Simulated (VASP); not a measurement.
# AlRu (Pm-3m) in VASP: single point with PBEsol+U

Aim: the single point of AlRu with PBEsol+U.

All numbers are computed with VASP 6.6.1; they aren't measurements. Logs are shortened: lines on timing, memory, paths and dates and some standing lists are left out, and cuts for length are marked.

### Step 1. The cell of the first run

The structure is cubic, space group Pm-3m (No. 221). The conventional cell has a = 2.982 Å, b = 2.982 Å, c = 2.982 Å, α = 90.00°, β = 90.00°, γ = 90.00°. Al (site symmetry m-3m) has 8 Ru at 2.58 Å and 6 Al at 2.98 Å within 3.4 Å. Within 3.4 Å of Ru (site symmetry m-3m) lie 8 Al at 2.58 Å and 6 Ru at 2.98 Å.

### Step 2. Single point, PBEsol+U

Contents of INCAR:

```
PREC = Accurate ; ENCUT = 560
EDIFF = 1E-6 ; ISMEAR = 0
SIGMA = 0.1 ; LREAL = F
LASPH = T ; NELM = 200
ALGO = Normal ; ISIF = 2
LWAVE = F ; LCHARG = F
LMAXMIX = 4 ; LDAU = T
LDAUTYPE = 2 ; LDAUL = -1 2
LDAUU = 0 7.5 ; LDAUJ = 0 0
LDAUPRINT = 1 ; GGA = PS
NBANDS = 16 ; GGA_COMPAT = F
```

Contents of KPOINTS:

```
Automatic mesh
0
Gamma
  2 2 2
```

Contents of POSCAR:

```
AlRu
1.0
    2.9824954400      0.0000000000      0.0000000000
    0.0000000000      2.9824954400      0.0000000000
    0.0000000000      0.0000000000      2.9824954400
Al Ru
1 1
Direct
    0.0000000000      0.0000000000      0.0000000000
    0.5000000000      0.5000000000      0.5000000000
```

Potentials or basis: VASP PAW PBE potentials, release 64 (Al, Ru_sv).

Launch:

```console
$ cat potpaw_PBE.64/Al/POTCAR potpaw_PBE.64/Ru_sv/POTCAR > POTCAR
$ mpirun -np 1 vasp_std > vasp.out
```

OUTCAR:

```text
PREC = Accurate
   ENCUT = 560
   EDIFF = 1E-6
   ISMEAR = 0
   LREAL = F
   LASPH = T
   NELM = 200
   ISIF = 2
   GGA = PS

 ion  position               nearest neighbor table
   1  0.000  0.000  0.000-   2 2.58   2 2.58   2 2.58   2 2.58   2 2.58   2 2.58   2 2.58   2 2.58

   2  0.500  0.500  0.500-   1 2.58   1 2.58   1 2.58   1 2.58   1 2.58   1 2.58   1 2.58   1 2.58

  LATTYP: Found a simple cubic cell.
 ALAT       =     2.9824954400

  Lattice vectors:

 A1 = (   2.9824954400,   0.0000000000,   0.0000000000)
 A2 = (   0.0000000000,   2.9824954400,   0.0000000000)
 A3 = (   0.0000000000,   0.0000000000,   2.9824954400)

Analysis of symmetry for initial positions (statically):
=====================================================================
 Subroutine PRICEL returns:
 Original cell was already a primitive cell.

 Routine SETGRP: Setting up the symmetry group for a
 simple cubic supercell.

 Subroutine GETGRP returns: Found 48 space group operations
 (whereof 48 operations were pure point group operations)
 out of a pool of 48 trial point group operations.

The static configuration has the point symmetry O_h .

Analysis of symmetry for dynamics (positions and initial velocities):
=====================================================================
 Subroutine PRICEL returns:
 Original cell was already a primitive cell.

 Routine SETGRP: Setting up the symmetry group for a
 simple cubic supercell.

 Subroutine GETGRP returns: Found 48 space group operations
 (whereof 48 operations were pure point group operations)
 out of a pool of 48 trial point group operations.

The dynamic configuration has the point symmetry O_h .

 Subroutine INISYM returns: Found 48 space group operations
 (whereof 48 operations are pure point group operations),
 and found     1 'primitive' translations

----------------------------------------------------------------------------------------

[... 121 lines left out ...]
  0.0000  0.7069  0.0000 -0.0000  0.0000
  0.0000  0.0000  0.3203  0.0000 -0.0000
 -0.0000 -0.0000  0.0000  0.7069 -0.0000
  0.0000  0.0000 -0.0000 -0.0000  0.3203

spin component  2

  0.7069  0.0000  0.0000 -0.0000  0.0000
  0.0000  0.7069  0.0000 -0.0000  0.0000
  0.0000  0.0000  0.3203  0.0000 -0.0000
 -0.0000 -0.0000  0.0000  0.7069 -0.0000
  0.0000  0.0000 -0.0000 -0.0000  0.3203

 occupancies and eigenvectors

  o =  0.3203  v =  0.0000  0.0000  0.9870 -0.0000  0.1610  0.0000  0.0000  0.0000  0.0000  0.0000      0.0000  0.0000  0.0000  0.0000  0.0000  0.0000  0.0000  0.0000  0.0000  0.0000
  o =  0.3203  v =  0.0000  0.0000  0.0000  0.0000  0.0000  0.0000  0.0000  0.9870 -0.0000  0.1610      0.0000  0.0000  0.0000  0.0000  0.0000  0.0000  0.0000  0.0000  0.0000  0.0000
  o =  0.3203  v =  0.0000  0.0000  0.0000  0.0000  0.0000  0.0000  0.0000  0.1610 -0.0000 -0.9870      0.0000  0.0000  0.0000  0.0000  0.0000  0.0000  0.0000  0.0000  0.0000  0.0000
  o =  0.3203  v =  0.0000  0.0000  0.1610 -0.0000 -0.9870  0.0000  0.0000  0.0000  0.0000  0.0000      0.0000  0.0000  0.0000  0.0000  0.0000  0.0000  0.0000  0.0000  0.0000  0.0000
  o =  0.7069  v =  0.0000 -0.1003 -0.0000 -0.9950  0.0000  0.0000  0.0000  0.0000  0.0000  0.0000      0.0000  0.0000  0.0000  0.0000  0.0000  0.0000  0.0000  0.0000  0.0000  0.0000
  o =  0.7069  v =  0.0000  0.0000  0.0000  0.0000  0.0000  1.0000  0.0000  0.0000  0.0000  0.0000      0.0000  0.0000  0.0000  0.0000  0.0000  0.0000  0.0000  0.0000  0.0000  0.0000
  o =  0.7069  v =  1.0000  0.0000  0.0000  0.0000  0.0000  0.0000  0.0000  0.0000  0.0000  0.0000      0.0000  0.0000  0.0000  0.0000  0.0000  0.0000  0.0000  0.0000  0.0000  0.0000
  o =  0.7069  v =  0.0000  0.0000  0.0000  0.0000  0.0000  0.0000 -0.1003 -0.0000 -0.9950  0.0000      0.0000  0.0000  0.0000  0.0000  0.0000  0.0000  0.0000  0.0000  0.0000  0.0000
  o =  0.7069  v =  0.0000  0.0000  0.0000  0.0000  0.0000  0.0000 -0.9950 -0.0000  0.1003 -0.0000      0.0000  0.0000  0.0000  0.0000  0.0000  0.0000  0.0000  0.0000  0.0000  0.0000
  o =  0.7069  v =  0.0000 -0.9950 -0.0000  0.1003 -0.0000  0.0000  0.0000  0.0000  0.0000  0.0000      0.0000  0.0000  0.0000  0.0000  0.0000  0.0000  0.0000  0.0000  0.0000  0.0000

 number of electron      18.9999999 magnetization

 Free energy of the ion-electron system (eV)
  ---------------------------------------------------
  ext. energy  EPLUGINS =         0.00000000
  ---------------------------------------------------
  free energy    TOTEN  =        -6.71414523 eV

  energy without entropy =       -6.69471439  energy(sigma->0) =       -6.70442981

 E-fermi :  10.8322     XC(G=0): -12.8091

 val. band max:       10.8015376632   @ k =   0.5000   0.0000   0.0000
 cond. band min:      14.4128558118   @ k =   0.5000   0.5000   0.0000
 fundamental gap:      3.6113181485
 Fermi energy:        10.8321610545

 k-point     1 :       0.0000    0.0000    0.0000
  band No.  band energies     occupation
      1     -60.1134      2.00000
      2     -30.0618      2.00000
      3     -30.0618      2.00000
      4     -30.0618      2.00000
      5       2.2252      2.00000
      6       8.9144      2.00000
[... 53 lines left out ...]
      3     -30.2273      2.00000
      4     -30.2273      2.00000
      5       6.3868      2.00000
      6       6.3868      2.00000
[... 8 lines left out ...]
     15      19.8448      0.00000
     16      19.8448      0.00000

------------------------ aborting loop because EDIFF is reached ----------------------------------------

  FORCE on cell =-STRESS in cart. coord.  units (eV):
  Direction    XX          YY          ZZ          XY          YZ          ZX
  --------------------------------------------------------------------------------------
  -------------------------------------------------------------------------------------
  Total        0.7821710      0.7821710      0.7821710      0.0000000      0.0000000     -0.0000000
  in kB       47.2359787     47.2359787     47.2359787      0.0000000      0.0000000     -0.0000000
  external PRESSURE =      47.2359787 kB  Pullay stress =       0.0000000 kB

 VOLUME and BASIS-vectors are now :
 -----------------------------------------------------------------------------
  energy-cutoff  :      560.00
  volume of cell :       26.53
      direct lattice vectors                 reciprocal lattice vectors
     2.982495440  0.000000000  0.000000000     0.335289700  0.000000000  0.000000000
     0.000000000  2.982495440  0.000000000     0.000000000  0.335289700  0.000000000
     0.000000000  0.000000000  2.982495440     0.000000000  0.000000000  0.335289700

 POSITION                                       TOTAL-FORCE (eV/Angst)
 -----------------------------------------------------------------------------------
      0.00000      0.00000      0.00000         0.000000      0.000000      0.000000
      1.49125      1.49125      1.49125         0.000000      0.000000      0.000000
 -----------------------------------------------------------------------------------
    total drift:                                0.000000     -0.000000     -0.000000

  FREE ENERGIE OF THE ION-ELECTRON SYSTEM (eV)
  ---------------------------------------------------
  free  energy   TOTEN  =        -6.7141452266 eV

  energy  without entropy=       -6.6947143900  energy(sigma->0) =       -6.70442981
```

Run time: 4.2 s. Hardware: 1 thread of Intel Xeon Platinum 8259CL at 2.50GHz (Skylake/Cascade Lake), shared host; peak memory 0.13 GiB.

What came out:

```yaml
Free_energy: -6.7141 eV
Pressure: 4.7 GPa
Band_gap_on_the_k_mesh: zero (an odd number of electrons rules out a gap without spin polarisation)
```

Levels at points of the mesh, in eV from the Fermi level:
| k point | band 8 | band 9 | band 10 | band 11 | band 12 | band 13 |
| --- | --- | --- | --- | --- | --- | --- |
| (0.00, 0.00, 0.00) | -0.25 | -0.25 | -0.25 | 7.29 | 7.29 | 7.29 |
| (0.50, 0.00, 0.00) | -1.81 | -1.03 | -0.03 | 4.19 | 8.61 | 12.17 |
| (0.50, 0.50, 0.00) | -1.46 | -0.24 | -0.24 | 3.58 | 6.60 | 6.78 |
| (0.50, 0.50, 0.50) | 3.68 | 3.68 | 3.91 | 5.16 | 5.16 | 5.16 |

Eigenvalues of the final occupation matrices:
```tsv
site	spin	trace	eigenvalues
site 2 d	1	2.76	0.32 0.32 0.71 0.71 0.71
site 2 d	2	2.76	0.32 0.32 0.71 0.71 0.71
```

Caveat: the k points lie up to 1.05 Å⁻¹ apart, too coarse for converged energies and pressures of a metal; the PAW data sets were made with another functional, which shifts forces and pressure a little; U without spin polarisation on a metal has little footing; the U is typed as a test and isn't derived for this compound.

The gap in the log of VASP goes by the Fermi energy; the results here count the filled bands.